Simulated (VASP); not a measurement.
# AlN (R-3m) in VASP: further runs

Runs on AlN. Level: PBEsol. Tasks: single point.

Everything below comes from runs of VASP 6.6.1. Logs are shortened: lines on timing, memory, paths and dates and some standing lists are left out, and cuts for length are marked.

**1. The cell of the first run**

Symmetry: R-3m, No. 166, trigonal system. The conventional cell has a = 2.842 Å, b = 2.842 Å, c = 7.853 Å, α = 90.00°, β = 90.00°, γ = 120.00°. Al (site symmetry -3m) has 6 N at 2.10 Å within 2.8 Å. Within 2.8 Å of N (site symmetry -3m) lie 6 Al at 2.10 Å.

**2. Single point, PBEsol**

The input, INCAR:

```
PREC = Accurate
ENCUT = 520
EDIFF = 1E-7
ISMEAR = 0
SIGMA = 0.05
LREAL = F
LASPH = T
NELM = 80
ALGO = Normal
ISIF = 2
LWAVE = F
LCHARG = T
GGA = PS
LELF = T
LVHAR = T
NBANDS = 11
```

The input, KPOINTS:

```
Automatic mesh
0
Gamma
  10 10 10
```

The input, POSCAR:

```
AlN
1.0
    0.1717275886      2.1810207464      2.1810207464
    2.1810207464      0.1717275886      2.1810207464
    2.1810207464      2.1810207464      0.1717275886
Al N
1 1
Direct
    0.5000000000      0.5000000000      0.5000000000
    0.0000000000      0.0000000000      0.0000000000
```

Potentials or basis: VASP PAW PBE potentials, release 64 (Al, N).

On the command line:

```console
cat potpaw_PBE.64/Al/POTCAR potpaw_PBE.64/N/POTCAR > POTCAR
mpirun -np 1 vasp_std > vasp.out
```

OUTCAR:

```text
PREC = Accurate
   ENCUT = 520
   EDIFF = 1E-7
   ISMEAR = 0
   LREAL = F
   LASPH = T
   NELM = 80
   ISIF = 2
   GGA = PS

 ion  position               nearest neighbor table
   1  0.500  0.500  0.500-   2 2.10   2 2.10   2 2.10   2 2.10   2 2.10   2 2.10
   2  0.000  0.000  0.000-   1 2.10   1 2.10   1 2.10   1 2.10   1 2.10   1 2.10

  LATTYP: Found a trigonal (rhomboedric) cell.
 ALAT       =     3.0892059428
 COS(alpha) =     0.5769488427

  Lattice vectors:

 A1 = (   0.1717275886,   2.1810207464,   2.1810207464)
 A2 = (   2.1810207464,   0.1717275886,   2.1810207464)
 A3 = (   2.1810207464,   2.1810207464,   0.1717275886)

Analysis of symmetry for initial positions (statically):
=====================================================================
 Subroutine PRICEL returns:
 Original cell was already a primitive cell.

 Routine SETGRP: Setting up the symmetry group for a
 trigonal (rhombohedral) supercell.

 Subroutine GETGRP returns: Found 12 space group operations
 (whereof 12 operations were pure point group operations)
 out of a pool of 12 trial point group operations.

The static configuration has the point symmetry D_3d.

Analysis of symmetry for dynamics (positions and initial velocities):
=====================================================================
 Subroutine PRICEL returns:
 Original cell was already a primitive cell.

 Routine SETGRP: Setting up the symmetry group for a
 trigonal (rhombohedral) supercell.

 Subroutine GETGRP returns: Found 12 space group operations
 (whereof 12 operations were pure point group operations)
 out of a pool of 12 trial point group operations.

The dynamic configuration has the point symmetry D_3d.

 Subroutine INISYM returns: Found 12 space group operations
 (whereof 12 operations are pure point group operations),
 and found     1 'primitive' translations

----------------------------------------------------------------------------------------

                                     Primitive cell

  volume of cell :      18.3040

  direct lattice vectors                    reciprocal lattice vectors
     0.171727589  2.181020746  2.181020746    -0.258269293  0.239418163  0.239418163
     2.181020746  0.171727589  2.181020746     0.239418163 -0.258269293  0.239418163
     2.181020746  2.181020746  0.171727589     0.239418163  0.239418163 -0.258269293

  length of vectors
     3.089205943  3.089205943  3.089205943     0.425846382  0.425846382  0.425846382

  position of ions in fractional coordinates (direct lattice)
     0.500000000  0.500000000  0.500000000
     0.000000000  0.000000000  0.000000000

  ion indices of the primitive-cell ions
   primitive index   ion index
                 1           1
                 2           2

----------------------------------------------------------------------------------------

 KPOINTS: Automatic mesh

Automatic generation of k-mesh.
 Grid dimensions read from file:
 generate k-points for:   10   10   10

 Generating k-lattice:

  Cartesian coordinates                     Fractional coordinates (reciprocal lattice)
    -0.025826929  0.023941816  0.023941816     0.100000000 -0.000000000 -0.000000000
     0.023941816 -0.025826929  0.023941816    -0.000000000  0.100000000 -0.000000000
     0.023941816  0.023941816 -0.025826929    -0.000000000 -0.000000000  0.100000000

  Length of vectors
     0.042584638  0.042584638  0.042584638

  Shift w.r.t. Gamma in fractional coordinates (k-lattice)
     0.000000000  0.000000000  0.000000000

 Subroutine IBZKPT returns following result:
 ===========================================

 Found    116 irreducible k-points:

 Following reciprocal coordinates:
            Coordinates               Weight
  0.000000  0.000000  0.000000      1.000000
  0.100000 -0.000000 -0.000000      6.000000
  0.200000 -0.000000 -0.000000      6.000000
  0.300000  0.000000  0.000000      6.000000
  0.400000  0.000000  0.000000      6.000000
  0.500000  0.000000  0.000000      3.000000
[... 16 lines left out ...]
  0.300000  0.300000  0.000000      6.000000
  0.400000  0.300000 -0.000000     12.000000
 [... further k-points ...]
   k-points           NKPTS =    116   k-points in BZ     NKDIM =    116   number of bands    NBANDS=     11
   number of dos      NEDOS =    301   number of ions     NIONS =      2
   total plane-waves  NPLWV =  13824
   dimension x,y,z NGX =    24 NGY =   24 NGZ =   24
   dimension x,y,z NGXF=    48 NGYF=   48 NGZF=   48
   ions per type =               1   1
   NGX,Y,Z   is equivalent  to a cutoff of  12.92, 12.92, 12.92 a.u.
   NGXF,Y,Z  is equivalent  to a cutoff of  25.83, 25.83, 25.83 a.u.
 SYSTEM =  unknown system
   PREC   = accura    normal or accurate (medium, high low for compatibility)
   ISTART =      0    job   : 0-new  1-cont  2-samecut
   ICHARG =      2    charge: 1-file 2-atom 10-const
   ISPIN  =      1    spin polarized calculation?
   LNONCOLLINEAR =      F non collinear calculations
   LSORBIT =      F    spin-orbit coupling
   LASPH  =      T    aspherical Exc in radial PAW
   ENCUT  =  520.0 eV  38.22 Ry    6.18 a.u.   5.74  5.74  5.74*2*pi/ulx,y,z
   NELM   =     80;   NELMIN=  2; NELMDL= -5     # of ELM steps
   EDIFF  = 0.1E-06   stopping-criterion for ELM
   LREAL  =      F    real-space projection
   EDIFFG = 0.1E-05   stopping-criterion for IOM
   NSW    =      0    number of steps for IOM
   IBRION =     -1    ionic relax: 0-MD 1-quasi-New 2-CG
   NFREE  =      0    steps in history (QN), initial steepest desc. (CG)
   ISIF   =      2    stress and relaxation
   ISYM   =      2    0-nonsym 1-usesym 2-fastsym
   POTIM  = 0.5000    time-step for ionic-motion
   TEBEG  =    0.0;   TEEND  =   0.0 temperature during run
   PSTRESS=    0.0 pullay stress
   NELECT =       8.0000    total number of electrons
   NUPDOWN=      -1.0000    fix difference up-down
   EMIN   =  10.00;   EMAX   =-10.00  energy-range for DOS
   EFERMI =   0.00;   METHOD = LEGACY
   ISMEAR =     0;   SIGMA  =   0.05  broadening in eV -4-tet -1-fermi 0-gaus
   EFERMI_NEDOS =   21; number of points for ismear=-14 and -15
   IALGO  =     38    algorithm
   IMIX   =      4    mixing-type and parameters
     AMIX     =   0.40;   BMIX     =  1.00
     AMIX_MAG =   1.60;   BMIX_MAG =  1.00
  volume/ion in A,a.u.               =       9.15        61.76
  Fermi-wavevector in a.u.,A,eV,Ry     =   1.242385  2.347767 21.000867  1.543520
  Thomas-Fermi vector in A             =   2.376742
   LORBIT       =      0    0 simple, 1 ext, 2 COOP (PROOUT), +10 PAW based schemes
   GGA     = PS    functional components
   LHFCALC =     F    Hartree Fock is set to
   AEXX    =    0.0000 exact exchange contribution
   IVDW    =     0    specifies the selected vdW correction
   LEPSILON=     F    determine dielectric tensor
   LRPA    =     F    only Hartree local field effects (RPA)
 non-spin polarized calculation
 Gauss-broadening in eV      SIGMA  =   0.05
  energy-cutoff  :      520.00
  volume of cell :       18.30
 maximum number of plane-waves:       503
   NGX = 11   NGY = 11   NGZ = 11

 number of electron       8.0000001 magnetization

 Free energy of the ion-electron system (eV)
  ---------------------------------------------------
  ext. energy  EPLUGINS =         0.00000000
  ---------------------------------------------------
  free energy    TOTEN  =       -14.99671083 eV

  energy without entropy =      -14.99671083  energy(sigma->0) =      -14.99671083

 E-fermi :   9.5538     XC(G=0): -11.9879

 val. band max:        9.2657283624   @ k =   0.0000   0.0000   0.0000
 cond. band min:      11.6169769661   @ k =   0.5000   0.5000  -0.0000
 fundamental gap:      2.3512486037
 Fermi energy:         9.5538327651

 k-point     1 :       0.0000    0.0000    0.0000
  band No.  band energies     occupation
      1      -7.9974      2.00000
      2       7.4936      2.00000
      3       9.2657      2.00000
      4       9.2657      2.00000
      5      12.1690      0.00000
      6      19.0750      0.00000
      7      21.4534      0.00000
      8      21.4534      0.00000
      9      23.9384      0.00000
     10      25.8413      0.00000
     11      25.8413      0.00000

 k-point     2 :       0.1000   -0.0000   -0.0000
  band No.  band energies     occupation
      1      -7.7979      2.00000
      2       7.2963      2.00000
      3       8.3434      2.00000
      4       9.1327      2.00000
      5      12.7898      0.00000
      6      19.3809      0.00000
      7      20.1889      0.00000
      8      21.4556      0.00000
      9      23.2287      0.00000
     10      24.4414      0.00000
     11      25.2720      0.00000

 k-point     3 :       0.2000   -0.0000   -0.0000
  band No.  band energies     occupation
      1      -7.2188      2.00000
      2       5.9498      2.00000
      3       7.4733      2.00000
      4       8.8100      2.00000
      5      13.5186      0.00000
      6      18.7779      0.00000
      7      20.0955      0.00000
      8      20.7728      0.00000
      9      22.3228      0.00000
     10      24.5763      0.00000
     11      24.8524      0.00000

 k-point     4 :       0.3000    0.0000    0.0000
  band No.  band energies     occupation
      1      -6.3358      2.00000
      2       3.8391      2.00000
      3       7.2089      2.00000
      4       8.4522      2.00000
      5      13.5568      0.00000
      6      18.9031      0.00000
      7      19.3576      0.00000
      8      19.7811      0.00000
      9      23.0216      0.00000
     10      24.4675      0.00000
     11      26.6969      0.00000
[... 239 lines left out ...]
 k-point    22 :      -0.2000    0.2000    0.0000
  band No.  band energies     occupation
      1      -6.0102      2.00000
      2       4.1994      2.00000
      3       6.1782      2.00000
      4       7.7246      2.00000
      5      14.9090      0.00000
      6      17.1458      0.00000
      7      18.0982      0.00000
      8      20.1616      0.00000
      9      22.7706      0.00000
     10      27.1331      0.00000
     11      28.0413      0.00000

 k-point    23 :       0.3000    0.3000    0.0000
  band No.  band energies     occupation
      1      -5.9329      2.00000
      2       4.0332      2.00000
      3       6.1836      2.00000
      4       7.5899      2.00000
      5      13.6595      0.00000
      6      16.1439      0.00000
      7      18.4594      0.00000
      8      23.1597      0.00000
      9      23.2430      0.00000
     10      28.3504      0.00000
     11      29.9658      0.00000

 k-point    24 :       0.4000    0.3000   -0.0000
  band No.  band energies     occupation
      1      -5.2396      2.00000
      2       3.2347      2.00000
      3       5.8999      2.00000
      4       6.7725      2.00000
      5      13.0024      0.00000
      6      16.3253      0.00000
      7      18.9508      0.00000
      8      23.1062      0.00000
      9      23.6254      0.00000
     10      29.1877      0.00000
     11      31.7077      0.00000

 [... further k-points ...]
[... 5 lines left out ...]
  --------------------------------------------------------------------------------------
  -------------------------------------------------------------------------------------
  Total       -2.3296570     -2.3296570     -2.3296570     -2.7695461     -2.7695461     -2.7695461
  in kB     -203.9184697   -203.9184697   -203.9184697   -242.4226396   -242.4226396   -242.4226396
  external PRESSURE =    -203.9184697 kB  Pullay stress =       0.0000000 kB

 VOLUME and BASIS-vectors are now :
 -----------------------------------------------------------------------------
  energy-cutoff  :      520.00
  volume of cell :       18.30
      direct lattice vectors                 reciprocal lattice vectors
     0.171727589  2.181020746  2.181020746    -0.258269293  0.239418163  0.239418163
     2.181020746  0.171727589  2.181020746     0.239418163 -0.258269293  0.239418163
     2.181020746  2.181020746  0.171727589     0.239418163  0.239418163 -0.258269293

 POSITION                                       TOTAL-FORCE (eV/Angst)
 -----------------------------------------------------------------------------------
      2.26688      2.26688      2.26688        -0.000000      0.000000     -0.000000
      0.00000      0.00000      0.00000         0.000000     -0.000000      0.000000
 -----------------------------------------------------------------------------------
    total drift:                                0.000000     -0.000000     -0.000000

  FREE ENERGIE OF THE ION-ELECTRON SYSTEM (eV)
  ---------------------------------------------------
  free  energy   TOTEN  =       -14.9967108340 eV

  energy  without entropy=      -14.9967108340  energy(sigma->0) =      -14.99671083
```

Wall time 18 s (1 thread of Intel Xeon 8259CL, shared host); peak memory 0.15 GiB.

Results:

| Quantity | Value |
| --- | --- |
| Free energy | -14.9967 eV |
| Pressure | -20.4 GPa |
| Band gap on the k mesh | 2.35 eV, indirect (least direct gap 2.90 eV) |

Caveat: the PAW data sets were made with another functional, which shifts forces and pressure a little. A k mesh can miss the band edges.

(Part 1 of 2 ends here.)
